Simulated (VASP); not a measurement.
# RbVO2 (P4/mmm) in VASP: relaxation of cell and atoms with PBE

Aim: the relaxation of cell and atoms of RbVO2 with PBE.

Everything below comes from runs of VASP 6.6.1. Logs are shortened: lines on timing, memory, paths and dates and some standing lists are left out, and cuts for length are marked.

### Step 1. The cell of the first run

It takes space group P4/mmm (No. 123, tetragonal). Conventional cell: a = 3.851 Å, b = 3.851 Å, c = 6.173 Å, α = 90.00°, β = 90.00°, γ = 90.00°. Within 3.0 Å of Rb (site symmetry 4/mmm) lie 2 O at 2.24 Å. V (site symmetry 4/mmm) has 8 O at 2.85 Å and 4 V at 3.85 Å within 3.9 Å. Within 2.3 Å of O (site symmetry 4mm) lie 1 O at 1.70 Å and 1 Rb at 2.24 Å.

The cell was generated, and may not be a known phase.

### Step 2. Relaxation of cell and atoms, PBE, collinear spin, ferromagnetic start

Contents of INCAR:

```
PREC     = Accurate       # precision mode
ENCUT    = 600            # plane-wave cutoff, eV
EDIFF    = 1E-6           # SCF threshold, eV
ISMEAR   = 0              # smearing method
SIGMA    = 0.1            # smearing width, eV
LREAL    = False          # projectors in reciprocal space
LASPH    = True           # aspherical terms in the spheres
NELM     = 150            # most SCF steps
ALGO     = Normal         # electronic algorithm
ISIF     = 3              # what is computed and relaxed
LWAVE    = False          # write WAVECAR
LCHARG   = False          # write CHGCAR
ISPIN    = 2              # spin polarisation
MAGMOM   = 0 2 0 0        # initial moments
LORBIT   = 11             # projections on sites
LMAXMIX  = 4              # l up to which the mixer works
GGA      = PE             # functional
IBRION   = 2              # ionic algorithm
NSW      = 90             # ionic steps
EDIFFG   = -0.04          # ionic threshold
```

Contents of KPOINTS:

```
Automatic mesh
0
Gamma
  4 4 4
```

Contents of POSCAR:

```
RbVO2
1.0
    3.8509895700      0.0000000000      0.0000000000
    0.0000000000      3.8509895700      0.0000000000
    0.0000000000      0.0000000000      6.1725050000
Rb V O
1 1 2
Direct
    0.0000000000      0.0000000000      0.5000000000
    0.5000000000      0.5000000000      0.0000000000
    0.0000000000      0.0000000000      0.8620973800
    0.0000000000      0.0000000000      0.1379026200
```

Potentials or basis: VASP PAW PBE potentials, release 64 (Rb_sv, V_sv, O).

Run with:

```console
cat potpaw_PBE.64/Rb_sv/POTCAR potpaw_PBE.64/V_sv/POTCAR potpaw_PBE.64/O/POTCAR > POTCAR
mpirun -np 1 vasp_std > vasp.out
```

OUTCAR:

```text
PREC = Accurate
   ENCUT = 600
   EDIFF = 1E-6
   ISMEAR = 0
   LREAL = False
   LASPH = True
   NELM = 150
   ISIF = 3
   ISPIN = 2
   LORBIT = 11
   GGA = PE
   IBRION = 2
   NSW = 90
   EDIFFG = -0.04

 ion  position               nearest neighbor table
   1  0.000  0.000  0.500-   3 2.24   4 2.24   2 4.12   2 4.12   2 4.12   2 4.12   2 4.12   2 4.12
                             2 4.12   2 4.12
   2  0.500  0.500  0.000-   1 4.12   1 4.12   1 4.12   1 4.12   1 4.12   1 4.12   1 4.12   1 4.12

   3  0.000  0.000  0.862-   4 1.70   1 2.24
   4  0.000  0.000  0.138-   3 1.70   1 2.24

  LATTYP: Found a simple tetragonal cell.
 ALAT       =     3.8509895700
 C/A-ratio  =     1.6028360731

  Lattice vectors:

 A1 = (   3.8509895700,   0.0000000000,   0.0000000000)
 A2 = (   0.0000000000,   3.8509895700,   0.0000000000)
 A3 = (   0.0000000000,   0.0000000000,   6.1725050000)

Analysis of symmetry for initial positions (statically):
=====================================================================
 Subroutine PRICEL returns:
 Original cell was already a primitive cell.

 Routine SETGRP: Setting up the symmetry group for a
 simple tetragonal supercell.

 Subroutine GETGRP returns: Found 16 space group operations
 (whereof 16 operations were pure point group operations)
 out of a pool of 16 trial point group operations.

The static configuration has the point symmetry D_4h.

Analysis of symmetry for dynamics (positions and initial velocities):
=====================================================================
 Subroutine PRICEL returns:
 Original cell was already a primitive cell.

 Routine SETGRP: Setting up the symmetry group for a
 simple tetragonal supercell.

 Subroutine GETGRP returns: Found 16 space group operations
 (whereof 16 operations were pure point group operations)
 out of a pool of 16 trial point group operations.

The dynamic configuration has the point symmetry D_4h.

Analysis of structural, dynamic, and magnetic symmetry:
=====================================================================
 Subroutine PRICEL returns:
 Original cell was already a primitive cell.

 Routine SETGRP: Setting up the symmetry group for a
 simple tetragonal supercell.
[... 105 lines left out ...]
   NSW    =     90    number of steps for IOM
   IBRION =      2    ionic relax: 0-MD 1-quasi-New 2-CG
   NFREE  =      1    steps in history (QN), initial steepest desc. (CG)
   ISIF   =      3    stress and relaxation
   ISYM   =      2    0-nonsym 1-usesym 2-fastsym
   POTIM  = 0.5000    time-step for ionic-motion
   TEBEG  =    0.0;   TEEND  =   0.0 temperature during run
   PSTRESS=    0.0 pullay stress
   NELECT =      34.0000    total number of electrons
   NUPDOWN=      -1.0000    fix difference up-down
   EMIN   =  10.00;   EMAX   =-10.00  energy-range for DOS
   EFERMI =   0.00;   METHOD = LEGACY
   ISMEAR =     0;   SIGMA  =   0.10  broadening in eV -4-tet -1-fermi 0-gaus
   EFERMI_NEDOS =   21; number of points for ismear=-14 and -15
   IALGO  =     38    algorithm
   IMIX   =      4    mixing-type and parameters
     AMIX     =   0.40;   BMIX     =  1.00
     AMIX_MAG =   1.60;   BMIX_MAG =  1.00
  volume/ion in A,a.u.               =      22.88       154.43
  Fermi-wavevector in a.u.,A,eV,Ry     =   1.176790  2.223811 18.841831  1.384835
  Thomas-Fermi vector in A             =   2.313148
   LORBIT       =     11    0 simple, 1 ext, 2 COOP (PROOUT), +10 PAW based schemes
   GGA     = PE    functional components
   LHFCALC =     F    Hartree Fock is set to
   AEXX    =    0.0000 exact exchange contribution
   IVDW    =     0    specifies the selected vdW correction
   LEPSILON=     F    determine dielectric tensor
   LRPA    =     F    only Hartree local field effects (RPA)
 conjugate gradient relaxation of ions
 spin polarized calculation
 Gauss-broadening in eV      SIGMA  =   0.10
  energy-cutoff  :      600.00
  volume of cell :       91.54
 maximum number of plane-waves:      3075
 NGX is ok and might be reduce to    32
   NGX = 15   NGY = 15   NGZ = 25

--------------------------------------- Ionic step        1  -------------------------------------------

 number of electron      34.0000001 magnetization       3.7116803

 Free energy of the ion-electron system (eV)
  ---------------------------------------------------
  ext. energy  EPLUGINS =         0.00000000
  ---------------------------------------------------
  free energy    TOTEN  =       -18.35368356 eV

  energy without entropy =      -18.33098963  energy(sigma->0) =      -18.34233659

------------------------ aborting loop because EDIFF is reached ----------------------------------------

  FORCE on cell =-STRESS in cart. coord.  units (eV):
  Direction    XX          YY          ZZ          XY          YZ          ZX
  --------------------------------------------------------------------------------------
  -------------------------------------------------------------------------------------
  Total       -5.2119089     -5.2119089      5.5883408      0.0000000     -0.0000000     -0.0000000
  in kB      -91.2223520    -91.2223520     97.8109179      0.0000000     -0.0000000     -0.0000000
  external PRESSURE =     -28.2112620 kB  Pullay stress =       0.0000000 kB
[... 1922 lines left out ...]
     21       7.5491      0.00000
     22       7.7394      0.00000

[... ionic steps 4 to 14 ...]

--------------------------------------- Ionic step       15  -------------------------------------------

 number of electron      34.0000005 magnetization      -0.0000005

 number of electron      34.0000005 magnetization       0.0000004
[... 77 lines left out ...]
 number of electron      33.9999996 magnetization       0.0000002

 number of electron      33.9999996 magnetization      -0.0000004

 Free energy of the ion-electron system (eV)
  ---------------------------------------------------
  ext. energy  EPLUGINS =         0.00000000
  ---------------------------------------------------
  free energy    TOTEN  =       -23.85937420 eV

  energy without entropy =      -23.85823637  energy(sigma->0) =      -23.85880529

 E-fermi :   6.1863     XC(G=0): -10.9368

 val. band max:        6.0254251649   @ k =   0.2500   0.2500   0.0000
 cond. band min:       6.3542455083   @ k =   0.2500   0.2500   0.5000
 fundamental gap:      0.3288203434
 Fermi energy:         6.1863280017
[... 934 lines left out ...]
  FREE ENERGIE OF THE ION-ELECTRON SYSTEM (eV)
  ---------------------------------------------------
  free  energy   TOTEN  =       -23.8593742014 eV

  energy  without entropy=      -23.8582363720  energy(sigma->0) =      -23.85880529

 reached required accuracy - stopping structural energy minimisation

 total charge

# of ion       s       p       d       tot
------------------------------------------
    1        1.955   5.368   0.147   7.470
    2        2.188   6.171   2.886  11.245
    3        1.569   3.377   0.000   4.946
    4        1.569   3.377   0.000   4.946
--------------------------------------------------
tot          7.282  18.293   3.033  28.607

 magnetization (x)

# of ion       s       p       d       tot
------------------------------------------
    1        0.000  -0.000  -0.000  -0.000
    2        0.000   0.000   0.000   0.000
    3       -0.000  -0.000   0.000  -0.000
    4       -0.000  -0.000   0.000  -0.000
--------------------------------------------------
tot          0.000  -0.000   0.000  -0.000
```

OSZICAR:

```text
N       E                     dE             d eps       ncg     rms          rms(c)
DAV:   1     0.330533253937E+03    0.33053E+03   -0.19625E+04  1696   0.161E+03
[... 299 lines left out ...]
DAV:   3    -0.238602660361E+02    0.39841E-02   -0.19697E-02  1892   0.129E+00    0.293E-01
DAV:   4    -0.238594087223E+02    0.85731E-03   -0.25585E-03  1908   0.508E-01    0.510E-02
DAV:   5    -0.238593764825E+02    0.32240E-04   -0.41362E-04  2216   0.121E-01    0.323E-02
DAV:   6    -0.238593703210E+02    0.61615E-05   -0.76165E-05  1812   0.544E-02    0.103E-02
DAV:   7    -0.238593728490E+02   -0.25281E-05   -0.49793E-06  1868   0.164E-02    0.663E-03
DAV:   8    -0.238593743571E+02   -0.15081E-05   -0.67938E-07   918   0.790E-03    0.240E-03
DAV:   9    -0.238593742014E+02    0.15568E-06   -0.52970E-07   792   0.451E-03
  17 F= -.23859374E+02 E0= -.23858805E+02  d E =-.435199E-03  mag=     0.0000
```

Run time: 18 min. Hardware: 1 thread of Intel Xeon Platinum 8488C (Sapphire Rapids), shared host; peak memory 0.32 GiB.

Results:

```
Free energy                                           : -23.8594 eV
Relaxed volume                                        : 13.41 Å³/atom
Relaxed cell                                          : a = 2.710 Å, b = 2.710 Å, c = 7.303 Å, α = 90.00°, β = 90.00°, γ = 90.00°
Space group after relaxing (to 0.1 Å)                 : P4/mmm (No. 123)
Energy gained by relaxing                             : 1376.4 meV/atom
Ionic steps                                           : 17
Pressure after relaxing                               : 0.3 GPa
Largest force after relaxing                          : 0.038 eV/Å
Band gap on the k mesh                                : 0.33 eV (least direct gap 0.35 eV)
Net moment                                            : 0.00 μB per cell
Valence electrons inside the program's atomic spheres : Rb 7.47; V 11.24; O 4.95
```

Forces on the atoms (eV/Å):
```
Rb   0.000  0.000  0.000
V    0.000  0.000  0.000
O    0.000  0.000 -0.038
O    0.000  0.000  0.038
```

The path:
| step | energy change (eV) | largest force (eV/Å) | pressure (GPa) | volume (Å³) |
| --- | --- | --- | --- | --- |
| 1 | 0.0000 | 3.3083 | -2.82 | 91.54 |
| 2 | -1.3695 | 0.1576 | -4.02 | 85.81 |
| 3 | -1.4402 | 1.7714 | -2.76 | 84.34 |
| 4 | -1.8363 | 0.6199 | -3.22 | 77.95 |
| 5 | -3.1599 | 4.5103 | -2.18 | 69.72 |
| 6 | -4.0581 | 1.0978 | 19.21 | 52.55 |
| 7 | -4.3371 | 4.8213 | -5.08 | 62.60 |
| 8 | -4.7665 | 2.9070 | 2.08 | 57.58 |
| 9 | -4.3925 | 1.9729 | 0.59 | 55.58 |
| 10 | -4.8978 | 0.9352 | 0.96 | 56.96 |
| 11 | -5.3009 | 0.7335 | -3.93 | 57.13 |
| 12 | -5.4247 | 0.4362 | -6.14 | 57.12 |
| 13 | -5.4743 | 0.2917 | 1.21 | 53.11 |
| 14 | -5.4905 | 0.0107 | -1.46 | 54.37 |
| 15 | -5.5009 | 0.1661 | 0.18 | 53.66 |
| 16 | -5.5053 | 0.1093 | -0.43 | 53.91 |
| 17 | -5.5057 | 0.0385 | 0.30 | 53.65 |

Final structure:
```xyz
4
Lattice="2.7104 0.0000 0.0000 0.0000 2.7104 0.0000 0.0000 0.0000 7.3032" Properties=species:S:1:pos:R:3 pbc="T T T"
Rb    0.0000    0.0000    3.6516
V     1.3552    1.3552    0.0000
O     0.0000    0.0000    6.1857
O     0.0000    0.0000    1.1176
```

Caveat: the volume moved by over 15 % at a fixed basis, so the end points are rough; the moments typed at the start vanished in this run. A k mesh can miss the band edges.
